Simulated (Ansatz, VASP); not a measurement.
This is a calculation of ZnSe for Ansatz 0.2.0.

The input input.yaml:

```yaml
crystal:
  lattice:
    - [0.0, 2.7955007105, 2.7955007105]
    - [2.7955007105, 0.0, 2.7955007105]
    - [2.7955007105, 2.7955007105, 0.0]
  atoms:
    - { symbol: Se, position: [0.75, 0.75, 0.75] }
    - { symbol: Zn, position: [0.0, 0.0, 0.0] }
hamiltonian:
  xc: { name: BHLYP }
  pseudopotentials: { kind: paw }
kpoints:
  mp_grid: { grid: [4, 4, 4] }
scf:
  occupations: { method: fermi_dirac, width: 0.05 }
output:
  forces: true
  stress: true
  eigenvalues: true
```

Potentials or basis: Ansatz PAW.

Run with:

```sh
$ ansatz run input.yaml --threads 2 --pin off --max-ram 5632MiB --backend cpu --events-out ev --progress --plain --runs-dir out
```

Task: Translate it to VASP 6.6.1. Potentials there: VASP PAW PBE potentials, release 64 (Se, Zn).

Result: As run (the cutoff follows the program's own potentials):

File POSCAR:

```
ZnSe
1.0
    0.0000000000      2.7955007105      2.7955007105
    2.7955007105      0.0000000000      2.7955007105
    2.7955007105      2.7955007105      0.0000000000
Se Zn
1 1
Direct
    0.7500000000      0.7500000000      0.7500000000
    0.0000000000      0.0000000000      0.0000000000
```

INCAR.step1

```
SYSTEM = ZnSe
ALGO = Normal ; EDIFF = 1E-5
ENCUT = 520 ; GGA = PE
ISIF = 2 ; ISMEAR = -1
LASPH = .True. ; LCHARG = .False.
LREAL = .False. ; LWAVE = .True.
NBANDS = 16 ; NELM = 80
PREC = Accurate ; SIGMA = 0.05
```

INCAR.step2

```
SYSTEM = ZnSe
AEXX = 0.5 ; AGGAC = 1.0
AGGAX = 0.5 ; ALDAC = 0.0
ALDAX = 0.5 ; ALGO = Normal
EDIFF = 1E-6 ; ENCUT = 520
GGA = B5 ; ISIF = 2
ISMEAR = -1 ; ISTART = 1
LASPH = .True. ; LCHARG = .False.
LHFCALC = .True. ; LREAL = .False.
LWAVE = .False. ; NBANDS = 16
NELM = 80 ; PREC = Accurate
PRECFOCK = Normal ; SIGMA = 0.05
```

KPOINTS

```
k-points
0
Gamma
  4 4 4
  0 0 0
```

Potentials or basis: VASP PAW PBE potentials, release 64 (Se, Zn).

Run with:

```sh
$ cat potpaw_PBE.64/Se/POTCAR potpaw_PBE.64/Zn/POTCAR > POTCAR
$ cp INCAR.step1 INCAR
$ mpirun -np 1 vasp_std > vasp.out
$ cp INCAR.step2 INCAR
$ mpirun -np 1 vasp_std > vasp.out
```

Both were run:

|  | VASP | Ansatz | Ansatz less VASP |
| --- | --- | --- | --- |
| gap on the k mesh at the Fermi level (eV) | 5.29 | 5.20 | -0.095 |
| least direct gap on the mesh (eV) | 5.29 | 5.20 | -0.095 |
| pressure (GPa) | 6.2 | 6.6 | +0.41 |

VASP's potentials were made for PBE, not for BHLYP. VASP's potentials hold 18 valence electrons a cell and Ansatz's 28, so a difference there can come from the potentials and not from the codes.

The k mesh is coarse, so the values compare programs but aren't converged.
